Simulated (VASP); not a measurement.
# Zr2Sb3Ir (P-4m2) in VASP: single point with PBEsol

Aim: the single point of Zr2Sb3Ir with PBEsol.

Everything below comes from runs of VASP 6.6.1. Logs are shortened: lines on timing, memory, paths and dates and some standing lists are left out, and cuts for length are marked.

### 1 The cell of the first run

The structure is tetragonal, space group P-4m2 (No. 115). The conventional cell has a = 3.919 Å, b = 3.919 Å, c = 8.589 Å, α = 90.00°, β = 90.00°, γ = 90.00°. Within 4.0 Å of Sb (site symmetry -4m2) lie 4 Ir at 2.77 Å and 4 Zr at 2.90 Å and 8 Sb at 3.84 to 3.92 Å. Sb (site symmetry 2mm) has 5 Zr at 3.00 to 3.15 Å and 10 Sb at 3.41 to 3.92 Å and 2 Ir at 3.84 Å within 4.0 Å. Within 4.0 Å of Ir (site symmetry -4m2) lie 8 Sb at 2.77 to 3.84 Å and 4 Zr at 2.90 Å and 4 Ir at 3.92 Å. Zr (site symmetry 2mm) has 7 Sb at 2.90 to 3.15 Å and 2 Ir at 2.90 Å and 4 Zr at 3.92 Å within 4.0 Å.

### 2 Single point, PBEsol

INCAR reads:

```
PREC = Accurate ; ENCUT = 520
EDIFF = 1E-7 ; ISMEAR = -1
SIGMA = 0.0912 ; LREAL = F
LASPH = T ; NELM = 100
ALGO = Normal ; ISIF = 2
LWAVE = F ; LCHARG = F
GGA = PS ; NBANDS = 33
```

KPOINTS reads:

```
regular mesh
0
Gamma
  9 9 4
```

POSCAR reads:

```
Zr2Sb3Ir
1.0
    3.9188690000      0.0000000000      0.0000000000
    0.0000000000      3.9188690000      0.0000000000
    0.0000000000      0.0000000000      8.5887150000
Sb Ir Zr
3 1 2
Direct
    0.5000000000      0.5000000000      0.0000000000
    0.0000000000      0.5000000000      0.3838794594
    0.5000000000      0.0000000000      0.6161205406
    0.0000000000      0.0000000000      0.0000000000
    0.0000000000      0.5000000000      0.7505230737
    0.5000000000      0.0000000000      0.2494769263
```

Potentials or basis: VASP PAW PBE potentials, release 64 (Sb, Ir, Zr_sv).

Command:

```console
$ cat potpaw_PBE.64/Sb/POTCAR potpaw_PBE.64/Ir/POTCAR potpaw_PBE.64/Zr_sv/POTCAR > POTCAR
$ mpirun -np 1 vasp_std > vasp.out
```

OUTCAR:

```text
PREC = Accurate
   ENCUT = 520
   EDIFF = 1E-7
   ISMEAR = -1
   LREAL = F
   LASPH = T
   NELM = 100
   ISIF = 2
   GGA = PS

 ion  position               nearest neighbor table
   1  0.500  0.500  0.000-   4 2.77   4 2.77   4 2.77   4 2.77   6 2.90   6 2.90   5 2.90   5 2.90

   2  0.000  0.500  0.384-   6 3.00   6 3.00   6 3.00   6 3.00   5 3.15   3 3.41   3 3.41   3 3.41
                             3 3.41
   3  0.500  0.000  0.616-   5 3.00   5 3.00   5 3.00   5 3.00   6 3.15   2 3.41   2 3.41   2 3.41
                             2 3.41
   4  0.000  0.000  0.000-   1 2.77   1 2.77   1 2.77   1 2.77   5 2.90   6 2.90   6 2.90   5 2.90

   5  0.000  0.500  0.751-   1 2.90   4 2.90   4 2.90   1 2.90   3 3.00   3 3.00   3 3.00   3 3.00
                             2 3.15
   6  0.500  0.000  0.249-   1 2.90   4 2.90   1 2.90   4 2.90   2 3.00   2 3.00   2 3.00   2 3.00
                             3 3.15

  LATTYP: Found a simple tetragonal cell.
 ALAT       =     3.9188690000
 C/A-ratio  =     2.1916310548

  Lattice vectors:

 A1 = (   3.9188690000,   0.0000000000,   0.0000000000)
 A2 = (   0.0000000000,   3.9188690000,   0.0000000000)
 A3 = (   0.0000000000,   0.0000000000,   8.5887150000)

Analysis of symmetry for initial positions (statically):
=====================================================================
 Subroutine PRICEL returns:
 Original cell was already a primitive cell.

 Routine SETGRP: Setting up the symmetry group for a
 simple tetragonal supercell.

 Subroutine GETGRP returns: Found  8 space group operations
 (whereof  8 operations were pure point group operations)
 out of a pool of 16 trial point group operations.

The static configuration has the point symmetry D_2d.

Analysis of symmetry for dynamics (positions and initial velocities):
=====================================================================
 Subroutine PRICEL returns:
 Original cell was already a primitive cell.

 Routine SETGRP: Setting up the symmetry group for a
 simple tetragonal supercell.

 Subroutine GETGRP returns: Found  8 space group operations
 (whereof  8 operations were pure point group operations)
 out of a pool of 16 trial point group operations.

The dynamic configuration has the point symmetry D_2d.

 Subroutine INISYM returns: Found  8 space group operations
 (whereof  8 operations are pure point group operations),
 and found     1 'primitive' translations

----------------------------------------------------------------------------------------

                                     Primitive cell

  volume of cell :     131.9015

  direct lattice vectors                    reciprocal lattice vectors
     3.918869000  0.000000000  0.000000000     0.255175664  0.000000000  0.000000000
     0.000000000  3.918869000  0.000000000     0.000000000  0.255175664  0.000000000
     0.000000000  0.000000000  8.588715000     0.000000000  0.000000000  0.116431853

  length of vectors
     3.918869000  3.918869000  8.588715000     0.255175664  0.255175664  0.116431853

  position of ions in fractional coordinates (direct lattice)
     0.500000000  0.500000000  0.000000000
     0.000000000  0.500000000  0.383879459
     0.500000000  0.000000000  0.616120541
     0.000000000  0.000000000  0.000000000
     0.000000000  0.500000000  0.750523074
     0.500000000  0.000000000  0.249476926

  ion indices of the primitive-cell ions
   primitive index   ion index
                 1           1
                 2           2
                 3           3
                 4           4
                 5           5
                 6           6

----------------------------------------------------------------------------------------

 KPOINTS: regular mesh

Automatic generation of k-mesh.
 Grid dimensions read from file:
 generate k-points for:    9    9    4

 Generating k-lattice:

  Cartesian coordinates                     Fractional coordinates (reciprocal lattice)
     0.028352852  0.000000000  0.000000000     0.111111111  0.000000000  0.000000000
     0.000000000  0.028352852  0.000000000     0.000000000  0.111111111  0.000000000
     0.000000000  0.000000000  0.029107963     0.000000000  0.000000000  0.250000000

  Length of vectors
     0.028352852  0.028352852  0.029107963

  Shift w.r.t. Gamma in fractional coordinates (k-lattice)
     0.000000000  0.000000000  0.000000000

 Subroutine IBZKPT returns following result:
 ===========================================

 Found     45 irreducible k-points:

 Following reciprocal coordinates:
            Coordinates               Weight
  0.000000  0.000000  0.000000      1.000000
  0.111111  0.000000  0.000000      4.000000
  0.222222  0.000000  0.000000      4.000000
  0.333333  0.000000  0.000000      4.000000
  0.444444  0.000000  0.000000      4.000000
  0.111111  0.111111  0.000000      4.000000
[... 16 lines left out ...]
  0.333333  0.111111  0.250000     16.000000
  0.444444  0.111111  0.250000     16.000000
 [... further k-points ...]
   k-points           NKPTS =     45   k-points in BZ     NKDIM =     45   number of bands    NBANDS=     33
   number of dos      NEDOS =    301   number of ions     NIONS =      6
   total plane-waves  NPLWV =  57600
   dimension x,y,z NGX =    30 NGY =   30 NGZ =   64
   dimension x,y,z NGXF=    60 NGYF=   60 NGZF=  128
   ions per type =               3   1   2
   NGX,Y,Z   is equivalent  to a cutoff of  12.73, 12.73, 12.39 a.u.
   NGXF,Y,Z  is equivalent  to a cutoff of  25.45, 25.45, 24.78 a.u.
 SYSTEM =  unknown system
   PREC   = accura    normal or accurate (medium, high low for compatibility)
   ISTART =      0    job   : 0-new  1-cont  2-samecut
   ICHARG =      2    charge: 1-file 2-atom 10-const
   ISPIN  =      1    spin polarized calculation?
   LNONCOLLINEAR =      F non collinear calculations
   LSORBIT =      F    spin-orbit coupling
   LASPH  =      T    aspherical Exc in radial PAW
   ENCUT  =  520.0 eV  38.22 Ry    6.18 a.u.   7.29  7.29 15.97*2*pi/ulx,y,z
   NELM   =    100;   NELMIN=  2; NELMDL= -5     # of ELM steps
   EDIFF  = 0.1E-06   stopping-criterion for ELM
   LREAL  =      F    real-space projection
   EDIFFG = 0.1E-05   stopping-criterion for IOM
   NSW    =      0    number of steps for IOM
   IBRION =     -1    ionic relax: 0-MD 1-quasi-New 2-CG
   NFREE  =      0    steps in history (QN), initial steepest desc. (CG)
   ISIF   =      2    stress and relaxation
   ISYM   =      2    0-nonsym 1-usesym 2-fastsym
   POTIM  = 0.5000    time-step for ionic-motion
   TEBEG  =    0.0;   TEEND  =   0.0 temperature during run
   PSTRESS=    0.0 pullay stress
   NELECT =      48.0000    total number of electrons
   NUPDOWN=      -1.0000    fix difference up-down
   EMIN   =  10.00;   EMAX   =-10.00  energy-range for DOS
   EFERMI =   0.00;   METHOD = LEGACY
   ISMEAR =    -1;   SIGMA  =   0.09  broadening in eV -4-tet -1-fermi 0-gaus
   EFERMI_NEDOS =   21; number of points for ismear=-14 and -15
   IALGO  =     38    algorithm
   IMIX   =      4    mixing-type and parameters
     AMIX     =   0.40;   BMIX     =  1.00
     AMIX_MAG =   1.60;   BMIX_MAG =  1.00
  volume/ion in A,a.u.               =      21.98       148.35
  Fermi-wavevector in a.u.,A,eV,Ry     =   1.168796  2.208704 18.586699  1.366084
  Thomas-Fermi vector in A             =   2.305278
   LORBIT       =      0    0 simple, 1 ext, 2 COOP (PROOUT), +10 PAW based schemes
   GGA     = PS    functional components
   LHFCALC =     F    Hartree Fock is set to
   AEXX    =    0.0000 exact exchange contribution
   IVDW    =     0    specifies the selected vdW correction
   LEPSILON=     F    determine dielectric tensor
   LRPA    =     F    only Hartree local field effects (RPA)
 non-spin polarized calculation
  energy-cutoff  :      520.00
  volume of cell :      131.90
 maximum number of plane-waves:      3584
 NGX is ok and might be reduce to    30
   NGX = 15   NGY = 15   NGZ = 31

 number of electron      48.0000000 magnetization

 Free energy of the ion-electron system (eV)
  ---------------------------------------------------
  ext. energy  EPLUGINS =         0.00000000
  ---------------------------------------------------
  free energy    TOTEN  =       -44.98534575 eV

  energy without entropy =      -44.88843596  energy(sigma->0) =      -44.93689085

 E-fermi :   9.1616     XC(G=0): -11.2978

 val. band max:        9.1568801274   @ k =   0.2222   0.0000   0.2500
 cond. band min:       9.1656388349   @ k =   0.1111   0.1111   0.2500
 fundamental gap:      0.0087587075
 Fermi energy:         9.1615522624

 k-point     1 :       0.0000    0.0000    0.0000
  band No.  band energies     occupation
      1     -39.6583      2.00000
      2     -39.6573      2.00000
      3     -17.8405      2.00000
      4     -17.8113      2.00000
      5     -17.7183      2.00000
      6     -17.7183      2.00000
[... 25 lines left out ...]
     32      12.7900      0.00000
     33      12.7900      0.00000

 k-point     2 :       0.1111    0.0000    0.0000
  band No.  band energies     occupation
      1     -39.6578      2.00000
      2     -39.6569      2.00000
      3     -17.8381      2.00000
      4     -17.8108      2.00000
      5     -17.7295      2.00000
      6     -17.7172      2.00000
[... 25 lines left out ...]
     32      12.5429      0.00000
     33      13.0593      0.00000

 k-point     3 :       0.2222    0.0000    0.0000
  band No.  band energies     occupation
      1     -39.6566      2.00000
      2     -39.6558      2.00000
      3     -17.8319      2.00000
      4     -17.8097      2.00000
      5     -17.7576      2.00000
      6     -17.7143      2.00000
[... 25 lines left out ...]
     32      12.6154      0.00000
     33      13.6612      0.00000

 k-point     4 :       0.3333    0.0000    0.0000
  band No.  band energies     occupation
      1     -39.6552      2.00000
      2     -39.6546      2.00000
      3     -17.8241      2.00000
      4     -17.8092      2.00000
      5     -17.7893      2.00000
      6     -17.7337      2.00000
[... 25 lines left out ...]
     32      12.5747      0.00000
     33      13.3673      0.00000

 k-point     5 :       0.4444    0.0000    0.0000
  band No.  band energies     occupation
      1     -39.6542      2.00000
      2     -39.6538      2.00000
      3     -17.8176      2.00000
      4     -17.8106      2.00000
      5     -17.8095      2.00000
      6     -17.7521      2.00000
[... 604 lines left out ...]
 k-point    22 :       0.2222    0.1111    0.2500
  band No.  band energies     occupation
      1     -39.6560      2.00000
      2     -39.6554      2.00000
      3     -17.8271      2.00000
      4     -17.8119      2.00000
      5     -17.7561      2.00000
      6     -17.7252      2.00000
[... 25 lines left out ...]
     32      12.9070      0.00000
     33      13.0819      0.00000

 k-point    23 :       0.3333    0.1111    0.2500
  band No.  band energies     occupation
      1     -39.6546      2.00000
      2     -39.6542      2.00000
      3     -17.8207      2.00000
      4     -17.8103      2.00000
      5     -17.7872      2.00000
      6     -17.7319      2.00000
[... 25 lines left out ...]
     32      12.6972      0.00000
     33      13.3327      0.00000

 k-point    24 :       0.4444    0.1111    0.2500
  band No.  band energies     occupation
      1     -39.6537      2.00000
      2     -39.6534      2.00000
      3     -17.8171      2.00000
      4     -17.8101      2.00000
      5     -17.8061      2.00000
      6     -17.7499      2.00000
[... 25 lines left out ...]
     32      12.6018      0.00000
     33      13.3128      0.00000

 [... further k-points ...]

------------------------ aborting loop because EDIFF is reached ----------------------------------------

  FORCE on cell =-STRESS in cart. coord.  units (eV):
  Direction    XX          YY          ZZ          XY          YZ          ZX
  --------------------------------------------------------------------------------------
  -------------------------------------------------------------------------------------
  Total       -1.7460204     -1.7460204     -1.6422158      0.0000000      0.0000000     -0.0000000
  in kB      -21.2085124    -21.2085124    -19.9476223      0.0000000      0.0000000     -0.0000000
  external PRESSURE =     -20.7882157 kB  Pullay stress =       0.0000000 kB

 VOLUME and BASIS-vectors are now :
 -----------------------------------------------------------------------------
  energy-cutoff  :      520.00
  volume of cell :      131.90
      direct lattice vectors                 reciprocal lattice vectors
     3.918869000  0.000000000  0.000000000     0.255175664  0.000000000  0.000000000
     0.000000000  3.918869000  0.000000000     0.000000000  0.255175664  0.000000000
     0.000000000  0.000000000  8.588715000     0.000000000  0.000000000  0.116431853

 POSITION                                       TOTAL-FORCE (eV/Angst)
 -----------------------------------------------------------------------------------
      1.95943      1.95943      0.00000         0.000000     -0.000000      0.000000
      0.00000      1.95943      3.29703         0.000000      0.000000      0.007422
      1.95943      0.00000      5.29168         0.000000      0.000000     -0.007422
      0.00000      0.00000      0.00000         0.000000      0.000000      0.000000
      0.00000      1.95943      6.44603         0.000000      0.000000      0.000570
      1.95943      0.00000      2.14269        -0.000000      0.000000     -0.000570
 -----------------------------------------------------------------------------------
    total drift:                                0.000000     -0.000000     -0.000000

  FREE ENERGIE OF THE ION-ELECTRON SYSTEM (eV)
  ---------------------------------------------------
  free  energy   TOTEN  =       -44.9853457491 eV

  energy  without entropy=      -44.8884359552  energy(sigma->0) =      -44.93689085
```

It took 2.7 min on 1 thread of Intel Xeon Platinum 8488C (Sapphire Rapids), shared host; peak memory 0.35 GiB.

What came out:

* Free energy: -44.9853 eV
* Pressure: -2.1 GPa
* Largest force: 0.007 eV/Å
* Band gap on the k mesh: zero (bands 24 and 25 overlap by 1.34 eV)

Forces in eV/Å, atoms in the order of the input:
```
Sb   0.000  0.000  0.000
Sb   0.000  0.000  0.007
Sb   0.000  0.000 -0.007
Ir   0.000  0.000  0.000
Zr   0.000  0.000  0.001
Zr   0.000  0.000 -0.001
```

Caveat: the PAW data sets were made with another functional, which shifts forces and pressure a little; spin-orbit coupling is left out, which moves the levels of the heavy elements.
